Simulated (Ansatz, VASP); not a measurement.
One calculation of ZnF2, two programs

```
Zn F
1.0
     4.70294    0.00000    0.00000
     0.00000    4.70294    0.00000
     0.00000    0.00000    3.13289
Zn F
2 4
Direct
  0.50000 0.50000 0.50000
  0.00000 0.00000 0.00000
  0.69686 0.69686 0.00000
  0.80314 0.19686 0.50000
  0.30314 0.30314 0.00000
  0.19686 0.80314 0.50000
```

Alike in both runs: functional r2SCAN; k mesh 7 × 7 × 11; occupations fermi-dirac, width 0.01 eV; no spin polarisation.

Ansatz relaxed the structure, and its values are those at the end. VASP's run is a single point on that final structure, the one shown.

|  | VASP | Ansatz |
| --- | --- | --- |
| version | VASP 6.6.1 | Ansatz 0.2.0 |
| potentials or method | VASP PAW PBE potentials, release 64 (Zn, F) | plane-wave PAW, scalar-relativistic |
| plane-wave cutoff (eV) | 660 | 500 |
| valence electrons in the cell | 52 | 52 |

VASP gave:

| Item | Value |
| --- | --- |
| gap on the k mesh at the Fermi level (eV) | 4.21 |
| pressure (GPa) | 0.1 |
| rms of the force components (eV/Å) | 0.003 |

Task: What did Ansatz give for the same quantities?

Result: gap on the k mesh at the Fermi level (eV): 4.27; pressure (GPa): -0.2; rms of the force components (eV/Å): 0.004.

VASP's potentials were made for PBE, not for r2SCAN. With one functional, cell and mesh, what is left measures potentials, basis and numerics. Ansatz's warnings: stress scf threshold loose.
